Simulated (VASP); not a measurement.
# TePb (k07.b) (Fm-3m) in VASP: a series of runs

The runs below take TePb (k07.b) through single point, with PBE.

Program: VASP 6.6.1. These are calculated values, not measurements. Logs are shortened: lines on timing, memory, paths and dates and some standing lists are left out, and cuts for length are marked.

## Step 1: The cell of the first run

The structure is cubic, space group Fm-3m (No. 225). The conventional cell has a = 6.366 Å, b = 6.366 Å, c = 6.366 Å, α = 90.00°, β = 90.00°, γ = 90.00°. Within 4.2 Å of Te (site symmetry m-3m) lie 6 Pb at 3.18 Å. Within 4.2 Å of Pb (site symmetry m-3m) lie 6 Te at 3.18 Å.

## Step 2: Single point, PBE (volume scaled by 0.91)

File INCAR:

```
ALGO     = Normal         # electronic algorithm
EDIFF    = 1E-6           # SCF threshold, eV
ENCUT    = 500            # plane-wave cutoff, eV
GGA      = PE             # functional
GGA_COMPAT= False        
ISIF     = 2              # what is computed and relaxed
ISMEAR   = 0              # smearing method
LASPH    = True           # aspherical terms in the spheres
LCHARG   = False          # write CHGCAR
LREAL    = False          # projectors in reciprocal space
LWAVE    = False          # write WAVECAR
NBANDS   = 17             # bands
NELM     = 120            # most SCF steps
PREC     = Accurate       # precision mode
SIGMA    = 0.02           # smearing width, eV
```

File KPOINTS:

```
k-points
0
Gamma
  10 10 10
```

File POSCAR:

```
TePb
1.0
    0.0000000000      3.1830075949      3.1830075949
    3.1830075949      0.0000000000      3.1830075949
    3.1830075949      3.1830075949      0.0000000000
Te Pb
1 1
Direct
    0.5000000000      0.5000000000      0.5000000000
    0.0000000000      0.0000000000      0.0000000000
```

Potentials or basis: VASP PAW PBE potentials, release 64 (Te, Pb_d).

Launch:

```
$ cat potpaw_PBE.64/Te/POTCAR potpaw_PBE.64/Pb_d/POTCAR > POTCAR
$ mpirun -np 1 vasp_std > vasp.out
```

OUTCAR:

```text
EDIFF = 1E-6
   ENCUT = 500
   GGA = PE
   ISIF = 2
   ISMEAR = 0
   LASPH = True
   LREAL = False
   NELM = 120
   PREC = Accurate

 ion  position               nearest neighbor table
   1  0.500  0.500  0.500-   2 3.18   2 3.18   2 3.18   2 3.18   2 3.18   2 3.18
   2  0.000  0.000  0.000-   1 3.18   1 3.18   1 3.18   1 3.18   1 3.18   1 3.18

  LATTYP: Found a face centered cubic cell.
 ALAT       =     6.3660151898

  Lattice vectors:

 A1 = (   0.0000000000,   3.1830075949,   3.1830075949)
 A2 = (   3.1830075949,   0.0000000000,   3.1830075949)
 A3 = (   3.1830075949,   3.1830075949,   0.0000000000)

Analysis of symmetry for initial positions (statically):
=====================================================================
 Subroutine PRICEL returns:
 Original cell was already a primitive cell.

 Routine SETGRP: Setting up the symmetry group for a
 face centered cubic supercell.

 Subroutine GETGRP returns: Found 48 space group operations
 (whereof 48 operations were pure point group operations)
 out of a pool of 48 trial point group operations.

The static configuration has the point symmetry O_h .

Analysis of symmetry for dynamics (positions and initial velocities):
=====================================================================
 Subroutine PRICEL returns:
 Original cell was already a primitive cell.

 Routine SETGRP: Setting up the symmetry group for a
 face centered cubic supercell.

 Subroutine GETGRP returns: Found 48 space group operations
 (whereof 48 operations were pure point group operations)
 out of a pool of 48 trial point group operations.

The dynamic configuration has the point symmetry O_h .

 Subroutine INISYM returns: Found 48 space group operations
 (whereof 48 operations are pure point group operations),
 and found     1 'primitive' translations

----------------------------------------------------------------------------------------

                                     Primitive cell

  volume of cell :      64.4975

  direct lattice vectors                    reciprocal lattice vectors
     0.000000000  3.183007595  3.183007595    -0.157084137  0.157084137  0.157084137
     3.183007595  0.000000000  3.183007595     0.157084137 -0.157084137  0.157084137
     3.183007595  3.183007595  0.000000000     0.157084137  0.157084137 -0.157084137

  length of vectors
     4.501452510  4.501452510  4.501452510     0.272077706  0.272077706  0.272077706

  position of ions in fractional coordinates (direct lattice)
     0.500000000  0.500000000  0.500000000
     0.000000000  0.000000000  0.000000000

  ion indices of the primitive-cell ions
   primitive index   ion index
                 1           1
                 2           2

----------------------------------------------------------------------------------------

 KPOINTS: k-points

Automatic generation of k-mesh.
 Grid dimensions read from file:
 generate k-points for:   10   10   10

 Generating k-lattice:

  Cartesian coordinates                     Fractional coordinates (reciprocal lattice)
    -0.015708414  0.015708414  0.015708414     0.100000000  0.000000000  0.000000000
     0.015708414 -0.015708414  0.015708414     0.000000000  0.100000000  0.000000000
     0.015708414  0.015708414 -0.015708414     0.000000000  0.000000000  0.100000000

  Length of vectors
     0.027207771  0.027207771  0.027207771

  Shift w.r.t. Gamma in fractional coordinates (k-lattice)
     0.000000000  0.000000000  0.000000000

 Subroutine IBZKPT returns following result:
 ===========================================

 Found     47 irreducible k-points:

 Following reciprocal coordinates:
            Coordinates               Weight
  0.000000  0.000000  0.000000      1.000000
  0.100000  0.000000  0.000000      8.000000
  0.200000  0.000000  0.000000      8.000000
  0.300000  0.000000  0.000000      8.000000
  0.400000  0.000000  0.000000      8.000000
  0.500000  0.000000  0.000000      4.000000
[... 16 lines left out ...]
  0.300000  0.300000  0.000000      6.000000
  0.400000  0.300000  0.000000     24.000000
 [... further k-points ...]
   k-points           NKPTS =     47   k-points in BZ     NKDIM =     47   number of bands    NBANDS=     17
   number of dos      NEDOS =    301   number of ions     NIONS =      2
   total plane-waves  NPLWV =  46656
   dimension x,y,z NGX =    36 NGY =   36 NGZ =   36
   dimension x,y,z NGXF=    72 NGYF=   72 NGZF=   72
   ions per type =               1   1
   NGX,Y,Z   is equivalent  to a cutoff of  13.30, 13.30, 13.30 a.u.
   NGXF,Y,Z  is equivalent  to a cutoff of  26.59, 26.59, 26.59 a.u.
 SYSTEM =  unknown system
   PREC   = accura    normal or accurate (medium, high low for compatibility)
   ISTART =      0    job   : 0-new  1-cont  2-samecut
   ICHARG =      2    charge: 1-file 2-atom 10-const
   ISPIN  =      1    spin polarized calculation?
   LNONCOLLINEAR =      F non collinear calculations
   LSORBIT =      F    spin-orbit coupling
   LASPH  =      T    aspherical Exc in radial PAW
   ENCUT  =  500.0 eV  36.75 Ry    6.06 a.u.   8.21  8.21  8.21*2*pi/ulx,y,z
   NELM   =    120;   NELMIN=  2; NELMDL= -5     # of ELM steps
   EDIFF  = 0.1E-05   stopping-criterion for ELM
   LREAL  =      F    real-space projection
   EDIFFG = 0.1E-04   stopping-criterion for IOM
   NSW    =      0    number of steps for IOM
   IBRION =     -1    ionic relax: 0-MD 1-quasi-New 2-CG
   NFREE  =      0    steps in history (QN), initial steepest desc. (CG)
   ISIF   =      2    stress and relaxation
   ISYM   =      2    0-nonsym 1-usesym 2-fastsym
   POTIM  = 0.5000    time-step for ionic-motion
   TEBEG  =    0.0;   TEEND  =   0.0 temperature during run
   PSTRESS=    0.0 pullay stress
   NELECT =      20.0000    total number of electrons
   NUPDOWN=      -1.0000    fix difference up-down
   EMIN   =  10.00;   EMAX   =-10.00  energy-range for DOS
   EFERMI =   0.00;   METHOD = LEGACY
   ISMEAR =     0;   SIGMA  =   0.02  broadening in eV -4-tet -1-fermi 0-gaus
   EFERMI_NEDOS =   21; number of points for ismear=-14 and -15
   IALGO  =     38    algorithm
   IMIX   =      4    mixing-type and parameters
     AMIX     =   0.40;   BMIX     =  1.00
     AMIX_MAG =   1.60;   BMIX_MAG =  1.00
  volume/ion in A,a.u.               =      32.25       217.63
  Fermi-wavevector in a.u.,A,eV,Ry     =   1.108078  2.093965 16.705747  1.227838
  Thomas-Fermi vector in A             =   2.244601
   LORBIT       =      0    0 simple, 1 ext, 2 COOP (PROOUT), +10 PAW based schemes
   GGA     = PE    functional components
   LHFCALC =     F    Hartree Fock is set to
   AEXX    =    0.0000 exact exchange contribution
   IVDW    =     0    specifies the selected vdW correction
   LEPSILON=     F    determine dielectric tensor
   LRPA    =     F    only Hartree local field effects (RPA)
 non-spin polarized calculation
 Gauss-broadening in eV      SIGMA  =   0.02
  energy-cutoff  :      500.00
  volume of cell :       64.50
 maximum number of plane-waves:      1660
 NGX is ok and might be reduce to    36
   NGX = 17   NGY = 17   NGZ = 17

 number of electron      19.9999999 magnetization

 Free energy of the ion-electron system (eV)
  ---------------------------------------------------
  ext. energy  EPLUGINS =         0.00000000
  ---------------------------------------------------
  free energy    TOTEN  =        -7.44112870 eV

  energy without entropy =       -7.44112870  energy(sigma->0) =       -7.44112870

 E-fermi :   6.3786     XC(G=0):  -9.5041

 val. band max:        6.2357974205   @ k =   0.5000   0.0000   0.0000
 cond. band min:       6.8686115329   @ k =   0.5000   0.0000   0.0000
 fundamental gap:      0.6328141124
 Fermi energy:         6.3786197682

 k-point     1 :       0.0000    0.0000    0.0000
  band No.  band energies     occupation
      1     -10.5813      2.00000
      2     -10.5813      2.00000
      3     -10.5684      2.00000
      4     -10.5684      2.00000
      5     -10.5684      2.00000
      6      -6.1846      2.00000
[... 9 lines left out ...]
     16      11.9082      0.00000
     17      13.4143      0.00000

 k-point     2 :       0.1000    0.0000    0.0000
  band No.  band energies     occupation
      1     -10.5827      2.00000
      2     -10.5827      2.00000
      3     -10.5681      2.00000
      4     -10.5667      2.00000
      5     -10.5667      2.00000
      6      -6.0931      2.00000
[... 9 lines left out ...]
     16      12.1083      0.00000
     17      14.2080      0.00000

 k-point     3 :       0.2000    0.0000    0.0000
  band No.  band energies     occupation
      1     -10.5871      2.00000
      2     -10.5871      2.00000
      3     -10.5674      2.00000
      4     -10.5618      2.00000
      5     -10.5618      2.00000
      6      -5.8243      2.00000
[... 9 lines left out ...]
     16      12.6491      0.00000
     17      15.7733      0.00000

 k-point     4 :       0.3000    0.0000    0.0000
  band No.  band energies     occupation
      1     -10.5931      2.00000
      2     -10.5931      2.00000
      3     -10.5668      2.00000
      4     -10.5552      2.00000
      5     -10.5552      2.00000
      6      -5.4027      2.00000
[... 9 lines left out ...]
     16      13.4906      0.00000
     17      17.3706      0.00000
[... 343 lines left out ...]
      1     -10.5953      2.00000
      2     -10.5949      2.00000
      3     -10.5648      2.00000
      4     -10.5571      2.00000
      5     -10.5536      2.00000
      6      -5.2636      2.00000
[... 9 lines left out ...]
     16      14.9725      0.00000
     17      15.4145      0.00000

 k-point    23 :       0.3000    0.3000    0.0000
  band No.  band energies     occupation
      1     -10.6270      2.00000
      2     -10.5763      2.00000
      3     -10.5724      2.00000
      4     -10.5485      2.00000
      5     -10.5485      2.00000
      6      -5.1608      2.00000
[... 9 lines left out ...]
     16      15.1596      0.00000
     17      15.5296      0.00000

 k-point    24 :       0.4000    0.3000    0.0000
  band No.  band energies     occupation
      1     -10.6369      2.00000
      2     -10.5763      2.00000
      3     -10.5733      2.00000
      4     -10.5451      2.00000
      5     -10.5438      2.00000
      6      -4.8188      2.00000
[... 9 lines left out ...]
     16      15.9215      0.00000
     17      16.4377      0.00000

 [... further k-points ...]
[... 5 lines left out ...]
  --------------------------------------------------------------------------------------
  -------------------------------------------------------------------------------------
  Total        1.7862533      1.7862533      1.7862533      0.0000000      0.0000000     -0.0000000
  in kB       44.3721626     44.3721626     44.3721626      0.0000000      0.0000000     -0.0000000
  external PRESSURE =      44.3721626 kB  Pullay stress =       0.0000000 kB

 VOLUME and BASIS-vectors are now :
 -----------------------------------------------------------------------------
  energy-cutoff  :      500.00
  volume of cell :       64.50
      direct lattice vectors                 reciprocal lattice vectors
     0.000000000  3.183007595  3.183007595    -0.157084137  0.157084137  0.157084137
     3.183007595  0.000000000  3.183007595     0.157084137 -0.157084137  0.157084137
     3.183007595  3.183007595  0.000000000     0.157084137  0.157084137 -0.157084137

 POSITION                                       TOTAL-FORCE (eV/Angst)
 -----------------------------------------------------------------------------------
      3.18301      3.18301      3.18301         0.000000     -0.000000      0.000000
      0.00000      0.00000      0.00000        -0.000000      0.000000     -0.000000
 -----------------------------------------------------------------------------------
    total drift:                               -0.000000      0.000000      0.000000

  FREE ENERGIE OF THE ION-ELECTRON SYSTEM (eV)
  ---------------------------------------------------
  free  energy   TOTEN  =        -7.4411287015 eV

  energy  without entropy=       -7.4411287015  energy(sigma->0) =       -7.44112870
```

Wall time 52 s (1 thread of AMD EPYC 7R43 (Zen 3), shared host); peak memory 0.19 GiB.

What came out:

```
Free energy            : -7.4411 eV
Pressure               : 4.4 GPa
Band gap on the k mesh : 0.63 eV, direct
```

Caveat: spin-orbit coupling is left out, which moves the levels of the heavy elements.

(Continued in part 2 of 2.)
